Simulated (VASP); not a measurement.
# TiPd3 (Pm-3m) in VASP: a series of runs, part 2 of 2

VASP 6.6.1. The steps go on from the part before.

## Step 4: Single point, LDA

This run uses another cell than the first one, of 14.36 Å³/atom.

Input file INCAR:

```
SYSTEM = TiPd3
ALGO = Normal
EDIFF = 1E-7
ENCUT = 520
ISIF = 2
ISMEAR = 1
LASPH = .TRUE.
LCHARG = .FALSE.
LREAL = .FALSE.
LWAVE = .FALSE.
NBANDS = 29
NELM = 100
PREC = Accurate
SIGMA = 0.1
```

Input file KPOINTS:

```
k-points
0
G
  12 12 12
  0 0 0
```

Input file POSCAR:

```
TiPd3
1.0
    3.8581359726      0.0000000000      0.0000000000
    0.0000000000      3.8581359726      0.0000000000
    0.0000000000      0.0000000000      3.8581359726
Ti Pd
1 3
Direct
    0.0000000000      0.0000000000      0.0000000000
    0.0000000000      0.5000000000      0.5000000000
    0.5000000000      0.0000000000      0.5000000000
    0.5000000000      0.5000000000      0.0000000000
```

Potentials or basis: VASP PAW LDA potentials, release 64 (Ti_sv, Pd).

Started as:

```
> cat potpaw_LDA.64/Ti_sv/POTCAR potpaw_LDA.64/Pd/POTCAR > POTCAR
> mpirun -np 1 vasp_std > vasp.out
```

OUTCAR:

```text
SYSTEM = TiPd3
   EDIFF = 1E-7
   ENCUT = 520
   ISIF = 2
   ISMEAR = 1
   LASPH = .TRUE.
   LREAL = .FALSE.
   NELM = 100
   PREC = Accurate

 ion  position               nearest neighbor table
   1  0.000  0.000  0.000-   2 2.73   3 2.73   4 2.73   2 2.73   3 2.73   2 2.73   4 2.73   2 2.73
                             3 2.73   4 2.73   3 2.73   4 2.73
   2  0.000  0.500  0.500-   1 2.73   3 2.73   4 2.73   1 2.73   4 2.73   1 2.73   3 2.73   1 2.73
                             3 2.73   4 2.73   4 2.73   3 2.73
   3  0.500  0.000  0.500-   1 2.73   2 2.73   4 2.73   1 2.73   4 2.73   2 2.73   4 2.73   4 2.73
                             1 2.73   2 2.73   1 2.73   2 2.73
   4  0.500  0.500  0.000-   1 2.73   2 2.73   3 2.73   2 2.73   3 2.73   1 2.73   3 2.73   3 2.73
                             1 2.73   2 2.73   2 2.73   1 2.73

  LATTYP: Found a simple cubic cell.
 ALAT       =     3.8581359726

  Lattice vectors:

 A1 = (   3.8581359726,   0.0000000000,   0.0000000000)
 A2 = (   0.0000000000,   3.8581359726,   0.0000000000)
 A3 = (   0.0000000000,   0.0000000000,   3.8581359726)

Analysis of symmetry for initial positions (statically):
=====================================================================
 Subroutine PRICEL returns:
 Original cell was already a primitive cell.

 Routine SETGRP: Setting up the symmetry group for a
 simple cubic supercell.

 Subroutine GETGRP returns: Found 48 space group operations
 (whereof 48 operations were pure point group operations)
 out of a pool of 48 trial point group operations.

The static configuration has the point symmetry O_h .

Analysis of symmetry for dynamics (positions and initial velocities):
=====================================================================
 Subroutine PRICEL returns:
 Original cell was already a primitive cell.

 Routine SETGRP: Setting up the symmetry group for a
 simple cubic supercell.

[... 121 lines left out ...]
   EMIN   =  10.00;   EMAX   =-10.00  energy-range for DOS
   EFERMI =   0.00;   METHOD = LEGACY
   ISMEAR =     1;   SIGMA  =   0.10  broadening in eV -4-tet -1-fermi 0-gaus
   EFERMI_NEDOS =   21; number of points for ismear=-14 and -15
   IALGO  =     38    algorithm
   IMIX   =      4    mixing-type and parameters
     AMIX     =   0.40;   BMIX     =  1.00
     AMIX_MAG =   1.60;   BMIX_MAG =  1.00
  volume/ion in A,a.u.               =      14.36        96.89
  Fermi-wavevector in a.u.,A,eV,Ry     =   1.474961  2.787271 29.599591  2.175509
  Thomas-Fermi vector in A             =   2.589668
   LORBIT       =      0    0 simple, 1 ext, 2 COOP (PROOUT), +10 PAW based schemes
   GGA     = CA    functional components
   LHFCALC =     F    Hartree Fock is set to
   AEXX    =    0.0000 exact exchange contribution
   IVDW    =     0    specifies the selected vdW correction
   LEPSILON=     F    determine dielectric tensor
   LRPA    =     F    only Hartree local field effects (RPA)
 non-spin polarized calculation
 Methfessel and Paxton  Order N= 1 SIGMA  =   0.10
  energy-cutoff  :      520.00
  volume of cell :       57.43
 maximum number of plane-waves:      1568
 NGX is ok and might be reduce to    30
   NGX = 15   NGY = 15   NGZ = 15

 number of electron      42.0000010 magnetization

 Free energy of the ion-electron system (eV)
  ---------------------------------------------------
  ext. energy  EPLUGINS =         0.00000000
  ---------------------------------------------------
  free energy    TOTEN  =       -30.79971545 eV

  energy without entropy =      -30.80110078  energy(sigma->0) =      -30.80017723

 E-fermi :  11.0817     XC(G=0): -13.4578

 val. band max:       11.0777653619   @ k =   0.5000   0.5000   0.5000
 cond. band min:      11.0824856650   @ k =   0.4167   0.0833   0.0000
 fundamental gap:      0.0047203031
 Fermi energy:        11.0817048524

 k-point     1 :       0.0000    0.0000    0.0000
  band No.  band energies     occupation
      1     -46.4052      2.00000
      2     -23.0033      2.00000
      3     -23.0033      2.00000
      4     -23.0033      2.00000
      5       2.9093      2.00000
      6       4.6096      2.00000
[... 757 lines left out ...]
     28      15.8373      0.00000
     29      20.4431      0.00000

 [... further k-points ...]
[... 5 lines left out ...]
  --------------------------------------------------------------------------------------
  -------------------------------------------------------------------------------------
  Total       -1.4176362     -1.4176362     -1.4176362      0.0000000      0.0000000      0.0000000
  in kB      -39.5496637    -39.5496637    -39.5496637      0.0000000      0.0000000      0.0000000
  external PRESSURE =     -39.5496637 kB  Pullay stress =       0.0000000 kB

 VOLUME and BASIS-vectors are now :
 -----------------------------------------------------------------------------
  energy-cutoff  :      520.00
  volume of cell :       57.43
      direct lattice vectors                 reciprocal lattice vectors
     3.858135973  0.000000000  0.000000000     0.259192524  0.000000000  0.000000000
     0.000000000  3.858135973  0.000000000     0.000000000  0.259192524  0.000000000
     0.000000000  0.000000000  3.858135973     0.000000000  0.000000000  0.259192524

 POSITION                                       TOTAL-FORCE (eV/Angst)
 -----------------------------------------------------------------------------------
      0.00000      0.00000      0.00000         0.000000      0.000000      0.000000
      0.00000      1.92907      1.92907         0.000000      0.000000      0.000000
      1.92907      0.00000      1.92907         0.000000      0.000000      0.000000
      1.92907      1.92907      0.00000         0.000000      0.000000      0.000000
 -----------------------------------------------------------------------------------
    total drift:                                0.000000      0.000000     -0.000000

  FREE ENERGIE OF THE ION-ELECTRON SYSTEM (eV)
  ---------------------------------------------------
  free  energy   TOTEN  =       -30.7997154463 eV

  energy  without entropy=      -30.8011007838  energy(sigma->0) =      -30.80017723
```

stdout:

```text
POSCAR found type information on POSCAR TiPd
 POSCAR found :  2 types and       4 ions
 scaLAPACK will be used
 LDA part: xc-table for (Slater(with rela. corr.)+CA(PZ))
 , standard interpolation
 POSCAR, INCAR and KPOINTS ok, starting setup
 FFT: planning ... GRIDC
 FFT: planning ... GRID_SOFT
 FFT: planning ... GRID
 WAVECAR not read
 entering main loop
```

Run time: 2.6 min. Hardware: 1 thread of AMD EPYC 7R13, shared host; peak memory 0.21 GiB.

What came out:

- Free energy: -30.7997 eV
- Pressure: -4.0 GPa
- Band gap on the k mesh: zero (bands 21 and 22 overlap by 1.30 eV)

Caveat: the cell stands under tension.

## Step 5: Relaxation of cell and atoms, LDA

This run uses another cell than the first one, of 13.94 Å³/atom.

Input file INCAR:

```
SYSTEM = TiPd3
ALGO     = Normal         ! electronic algorithm
EDIFF    = 1E-7           ! SCF threshold, eV
EDIFFG   = -0.03          ! ionic threshold
ENCUT    = 600            ! plane-wave cutoff, eV
IBRION   = 2              ! ionic algorithm
ISIF     = 3              ! what is computed and relaxed
ISMEAR   = 1              ! smearing method
LASPH    = .TRUE.         ! aspherical terms in the spheres
LCHARG   = .FALSE.        ! write CHGCAR
LREAL    = .FALSE.        ! projectors in reciprocal space
LWAVE    = .FALSE.        ! write WAVECAR
NELM     = 100            ! most SCF steps
NSW      = 80             ! ionic steps
PREC     = Accurate       ! precision mode
SIGMA    = 0.1            ! smearing width, eV
```

KPOINTS is that of step 4.

Input file POSCAR:

```
TiPd3
1.0
    3.8200000000      0.0000000000      0.0000000000
    0.0000000000      3.8200000000      0.0000000000
    0.0000000000      0.0000000000      3.8200000000
Ti Pd
1 3
Direct
    0.0000000000      0.0000000000      0.0000000000
    0.0000000000      0.5000000000      0.5000000000
    0.5000000000      0.0000000000      0.5000000000
    0.5000000000      0.5000000000      0.0000000000
```

Potentials or basis: VASP PAW LDA potentials, release 64 (Ti_sv, Pd).

Started as:

```
> cat potpaw_LDA.64/Ti_sv/POTCAR potpaw_LDA.64/Pd/POTCAR > POTCAR
> mpirun -np 1 vasp_std > vasp.out
```

OUTCAR:

```text
SYSTEM = TiPd3
   EDIFF = 1E-7
   EDIFFG = -0.03
   ENCUT = 600
   IBRION = 2
   ISIF = 3
   ISMEAR = 1
   LASPH = .TRUE.
   LREAL = .FALSE.
   NELM = 100
   NSW = 80
   PREC = Accurate

 ion  position               nearest neighbor table
   1  0.000  0.000  0.000-   2 2.70   3 2.70   4 2.70   2 2.70   3 2.70   2 2.70   4 2.70   2 2.70
                             3 2.70   4 2.70   3 2.70   4 2.70
   2  0.000  0.500  0.500-   1 2.70   3 2.70   4 2.70   1 2.70   4 2.70   1 2.70   3 2.70   1 2.70
                             3 2.70   4 2.70   4 2.70   3 2.70
   3  0.500  0.000  0.500-   1 2.70   2 2.70   4 2.70   1 2.70   4 2.70   2 2.70   4 2.70   4 2.70
                             1 2.70   2 2.70   1 2.70   2 2.70
   4  0.500  0.500  0.000-   1 2.70   2 2.70   3 2.70   2 2.70   3 2.70   1 2.70   3 2.70   3 2.70
                             1 2.70   2 2.70   2 2.70   1 2.70

  LATTYP: Found a simple cubic cell.
 ALAT       =     3.8200000000

  Lattice vectors:

 A1 = (   3.8200000000,   0.0000000000,   0.0000000000)
 A2 = (   0.0000000000,   3.8200000000,   0.0000000000)
 A3 = (   0.0000000000,   0.0000000000,   3.8200000000)

Analysis of symmetry for initial positions (statically):
=====================================================================
 Subroutine PRICEL returns:
 Original cell was already a primitive cell.

 Routine SETGRP: Setting up the symmetry group for a
 simple cubic supercell.

 Subroutine GETGRP returns: Found 48 space group operations
 (whereof 48 operations were pure point group operations)
 out of a pool of 48 trial point group operations.

The static configuration has the point symmetry O_h .

Analysis of symmetry for dynamics (positions and initial velocities):
=====================================================================
 Subroutine PRICEL returns:
 Original cell was already a primitive cell.

 Routine SETGRP: Setting up the symmetry group for a
 simple cubic supercell.

 Subroutine GETGRP returns: Found 48 space group operations
 (whereof 48 operations were pure point group operations)
 out of a pool of 48 trial point group operations.

The dynamic configuration has the point symmetry O_h .

 Subroutine INISYM returns: Found 48 space group operations
 (whereof 48 operations are pure point group operations),
 and found     1 'primitive' translations

----------------------------------------------------------------------------------------

                                     Primitive cell

  volume of cell :      55.7430

  direct lattice vectors                    reciprocal lattice vectors
     3.820000000  0.000000000  0.000000000     0.261780105  0.000000000  0.000000000
     0.000000000  3.820000000  0.000000000     0.000000000  0.261780105  0.000000000
     0.000000000  0.000000000  3.820000000     0.000000000  0.000000000  0.261780105

  length of vectors
     3.820000000  3.820000000  3.820000000     0.261780105  0.261780105  0.261780105

  position of ions in fractional coordinates (direct lattice)
     0.000000000  0.000000000  0.000000000
     0.000000000  0.500000000  0.500000000
     0.500000000  0.000000000  0.500000000
     0.500000000  0.500000000  0.000000000

  ion indices of the primitive-cell ions
   primitive index   ion index
                 1           1
[... 34 lines left out ...]
  0.166667  0.000000  0.000000      6.000000
  0.250000  0.000000  0.000000      6.000000
  0.333333  0.000000  0.000000      6.000000
  0.416667  0.000000  0.000000      6.000000
[... 16 lines left out ...]
  0.333333  0.333333  0.000000     12.000000
  0.416667  0.333333  0.000000     24.000000
 [... further k-points ...]
   k-points           NKPTS =     84   k-points in BZ     NKDIM =     84   number of bands    NBANDS=     25
   number of dos      NEDOS =    301   number of ions     NIONS =      4
   total plane-waves  NPLWV =  32768
   dimension x,y,z NGX =    32 NGY =   32 NGZ =   32
   dimension x,y,z NGXF=    64 NGYF=   64 NGZF=   64
   ions per type =               1   3
   NGX,Y,Z   is equivalent  to a cutoff of  13.93, 13.93, 13.93 a.u.
   NGXF,Y,Z  is equivalent  to a cutoff of  27.85, 27.85, 27.85 a.u.
 SYSTEM =  TiPd3
   PREC   = accura    normal or accurate (medium, high low for compatibility)
   ISTART =      0    job   : 0-new  1-cont  2-samecut
   ICHARG =      2    charge: 1-file 2-atom 10-const
   ISPIN  =      1    spin polarized calculation?
   LNONCOLLINEAR =      F non collinear calculations
   LSORBIT =      F    spin-orbit coupling
   LASPH  =      T    aspherical Exc in radial PAW
   ENCUT  =  600.0 eV  44.10 Ry    6.64 a.u.   7.63  7.63  7.63*2*pi/ulx,y,z
   NELM   =    100;   NELMIN=  2; NELMDL= -5     # of ELM steps
   EDIFF  = 0.1E-06   stopping-criterion for ELM
   LREAL  =      F    real-space projection
   EDIFFG = -.3E-01   stopping-criterion for IOM
   NSW    =     80    number of steps for IOM
   IBRION =      2    ionic relax: 0-MD 1-quasi-New 2-CG
   NFREE  =      1    steps in history (QN), initial steepest desc. (CG)
   ISIF   =      3    stress and relaxation
   ISYM   =      2    0-nonsym 1-usesym 2-fastsym
   POTIM  = 0.5000    time-step for ionic-motion
   TEBEG  =    0.0;   TEEND  =   0.0 temperature during run
   PSTRESS=    0.0 pullay stress
   NELECT =      42.0000    total number of electrons
   NUPDOWN=      -1.0000    fix difference up-down
   EMIN   =  10.00;   EMAX   =-10.00  energy-range for DOS
   EFERMI =   0.00;   METHOD = LEGACY
   ISMEAR =     1;   SIGMA  =   0.10  broadening in eV -4-tet -1-fermi 0-gaus
   EFERMI_NEDOS =   21; number of points for ismear=-14 and -15
   IALGO  =     38    algorithm
   IMIX   =      4    mixing-type and parameters
     AMIX     =   0.40;   BMIX     =  1.00
     AMIX_MAG =   1.60;   BMIX_MAG =  1.00
  volume/ion in A,a.u.               =      13.94        94.04
  Fermi-wavevector in a.u.,A,eV,Ry     =   1.489685  2.815097 30.193541  2.219163
  Thomas-Fermi vector in A             =   2.602563
   LORBIT       =      0    0 simple, 1 ext, 2 COOP (PROOUT), +10 PAW based schemes
   GGA     = CA    functional components
   LHFCALC =     F    Hartree Fock is set to
   AEXX    =    0.0000 exact exchange contribution
   IVDW    =     0    specifies the selected vdW correction
   LEPSILON=     F    determine dielectric tensor
   LRPA    =     F    only Hartree local field effects (RPA)
 conjugate gradient relaxation of ions
 non-spin polarized calculation
 Methfessel and Paxton  Order N= 1 SIGMA  =   0.10
  energy-cutoff  :      600.00
  volume of cell :       55.74
 maximum number of plane-waves:      1881
 NGX is ok and might be reduce to    32
   NGX = 15   NGY = 15   NGZ = 15

--------------------------------------- Ionic step        1  -------------------------------------------

 number of electron      41.9999988 magnetization

 Free energy of the ion-electron system (eV)
  ---------------------------------------------------
  ext. energy  EPLUGINS =         0.00000000
  ---------------------------------------------------
  free energy    TOTEN  =       -30.80615086 eV

  energy without entropy =      -30.80720891  energy(sigma->0) =      -30.80650354

------------------------ aborting loop because EDIFF is reached ----------------------------------------

  FORCE on cell =-STRESS in cart. coord.  units (eV):
  Direction    XX          YY          ZZ          XY          YZ          ZX
  --------------------------------------------------------------------------------------
  -------------------------------------------------------------------------------------
  Total        0.9259412      0.9259412      0.9259412      0.0000000      0.0000000     -0.0000000
  in kB       26.6136180     26.6136180     26.6136180      0.0000000      0.0000000     -0.0000000
  external PRESSURE =      26.6136180 kB  Pullay stress =       0.0000000 kB
[... 63 lines left out ...]
--------------------------------------- Ionic step        3  -------------------------------------------

 number of electron      41.9999993 magnetization

 Free energy of the ion-electron system (eV)
  ---------------------------------------------------
  ext. energy  EPLUGINS =         0.00000000
  ---------------------------------------------------
  free energy    TOTEN  =       -30.81140714 eV

  energy without entropy =      -30.81257506  energy(sigma->0) =      -30.81179645

 E-fermi :  11.3929     XC(G=0): -13.5665

 val. band max:       11.3926408697   @ k =   0.5000   0.5000   0.5000
 cond. band min:      11.3950412273   @ k =   0.4167   0.0833   0.0000
 fundamental gap:      0.0024003576
 Fermi energy:        11.3928915255

 k-point     1 :       0.0000    0.0000    0.0000
  band No.  band energies     occupation
      1     -46.0730      2.00000
      2     -22.6766      2.00000
      3     -22.6766      2.00000
      4     -22.6766      2.00000
      5       3.0937      2.00000
      6       4.7557      2.00000
[... 661 lines left out ...]
     24      11.9777     -0.00000
     25      12.0350     -0.00000

 [... further k-points ...]
[... 5 lines left out ...]
  --------------------------------------------------------------------------------------
  -------------------------------------------------------------------------------------
  Total       -0.0056471     -0.0056471     -0.0056471      0.0000000      0.0000000     -0.0000000
  in kB       -0.1604559     -0.1604559     -0.1604559      0.0000000      0.0000000     -0.0000000
  external PRESSURE =      -0.1604559 kB  Pullay stress =       0.0000000 kB
[... 19 lines left out ...]
  FREE ENERGIE OF THE ION-ELECTRON SYSTEM (eV)
  ---------------------------------------------------
  free  energy   TOTEN  =       -30.8114071449 eV

  energy  without entropy=      -30.8125750643  energy(sigma->0) =      -30.81179645

 reached required accuracy - stopping structural energy minimisation
```

Wall time 7.3 min (1 thread of Intel Xeon 8259CL, shared host); peak memory 0.26 GiB.

What came out:

| Property | Result |
| --- | --- |
| Free energy | -30.8114 eV |
| Relaxed volume | 14.10 Å³/atom |
| Relaxed cell | a = 3.835 Å, b = 3.835 Å, c = 3.835 Å, α = 90.00°, β = 90.00°, γ = 90.00° |
| Space group after relaxing (to 0.1 Å) | Pm-3m (No. 221) |
| Energy gained by relaxing | 1.3 meV/atom |
| Ionic steps | 3 |
| Pressure after relaxing | 0.0 GPa |
| Band gap on the k mesh | zero (bands 21 and 22 overlap by 1.34 eV) |

Step by step:
```tsv
step	energy change (eV)	largest force (eV/Å)	pressure (GPa)	volume (Å³)
1	0.0000	0.0000	2.66	55.74
2	0.0135	0.0000	-4.71	57.63
3	-0.0053	0.0000	-0.02	56.39
```

Final structure:
```cif
data_structure
_symmetry_space_group_name_H-M 'P 1'
_symmetry_Int_Tables_number 1
_cell_length_a 3.8347
_cell_length_b 3.8347
_cell_length_c 3.8347
_cell_angle_alpha 90.000
_cell_angle_beta 90.000
_cell_angle_gamma 90.000
_cell_volume 56.39
loop_
_atom_site_label
_atom_site_type_symbol
_atom_site_fract_x
_atom_site_fract_y
_atom_site_fract_z
_atom_site_occupancy
Ti1 Ti 0.00000 0.00000 0.00000 1
Pd1 Pd 0.00000 0.50000 0.50000 1
Pd2 Pd 0.50000 0.00000 0.50000 1
Pd3 Pd 0.50000 0.50000 0.00000 1
```

Levels at points of the mesh, in eV from the Fermi level:
| k point | band 17 | band 18 | band 19 | band 20 | band 21 | band 22 | band 23 | band 24 | band 25 |
| --- | --- | --- | --- | --- | --- | --- | --- | --- | --- |
| (0.00, 0.00, 0.00) | -1.14 | -0.62 | -0.62 | -0.62 | 1.16 | 1.16 | 1.84 | 1.84 | 1.84 |
| (0.50, 0.00, 0.00) | -2.72 | -2.64 | -2.55 | -1.69 | -0.62 | -0.18 | -0.18 | 0.54 | 0.56 |
| (0.50, 0.50, 0.00) | -3.02 | -3.02 | -2.52 | -2.35 | -2.28 | 0.19 | 0.19 | 0.43 | 1.49 |
| (0.50, 0.50, 0.50) | -1.03 | -1.03 | -1.03 | -0.02 | -0.02 | -0.02 | 0.00 | 0.98 | 0.98 |

## Step 6: Overview

```csv
task,cell,cutoff (eV),gap on the mesh (eV),pressure (GPa)
single point,"a = 3.807 Å, 4 atoms",520,none,5.2
single point,"a = 3.833 Å, 4 atoms",520,none,0.3
single point,"a = 3.858 Å, 4 atoms",520,none,-4.0
relaxation of cell and atoms,"relaxed from a = 3.820 Å, 4 atoms",600,none,0.0
```

Alike in all rows: level LDA; potentials or basis VASP PAW LDA potentials, release 64 (Ti_sv, Pd); no spin polarisation; k mesh 12 × 12 × 12; smearing methfessel-paxton 0.1 eV.

Caveats: the cell stands under pressure (at least some runs); the cell stands under tension (at least some runs).

Total energies depend on the potentials used, so only differences within one code and one set of settings carry meaning.
